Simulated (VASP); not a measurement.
Wanted: the native input for a VASP 6.6.1 run.

```
Task                   : single point
Functional             : PBE
Potentials or basis    : VASP PAW PBE potentials, release 64 (Na_pv, H)
Cutoff                 : 520 eV
k mesh                 : 10 × 10 × 10
Occupations            : fermi-dirac, width 0.02 eV
Spin                   : no spin polarisation
Dipole correction      : no
Further INCAR settings : ALGO = Normal; EDIFF = 1e-06; NBANDS = 11
```

The structure of NaH lies in POSCAR:

```
NaH
1.0
    0.0000000000      2.3975126521      2.3975126521
    2.3975126521      0.0000000000      2.3975126521
    2.3975126521      2.3975126521      0.0000000000
Na H
1 1
Direct
    0.0000000000      0.0000000000      0.0000000000
    0.5000000000      0.5000000000      0.5000000000
```

These files were run (other wordings do the same):

INCAR

```
SYSTEM = NaH
PREC = Accurate ; ENCUT = 520
EDIFF = 1E-6 ; ISMEAR = -1
SIGMA = 0.02 ; LREAL = .False.
LASPH = .True. ; NELM = 60
ALGO = Normal ; ISIF = 2
LWAVE = .False. ; LCHARG = .False.
GGA = PE ; NBANDS = 11
```

KPOINTS

```
regular mesh
0
Gamma
  10 10 10
  0 0 0
```

Potentials or basis: VASP PAW PBE potentials, release 64 (Na_pv, H).

Run with:

```bash
$ cat potpaw_PBE.64/Na_pv/POTCAR potpaw_PBE.64/H/POTCAR > POTCAR
$ mpirun -np 1 vasp_std > vasp.out
```

It gave:

The pressure is 0.5 GPa and the band gap on the k mesh is 3.82 eV, indirect (least direct gap 4.67 eV).

Wall time 7.3 s on 1 thread of Intel(R) Xeon(R) 6975P-C (Granite Rapids) (shared host), peak memory 0.15 GiB.
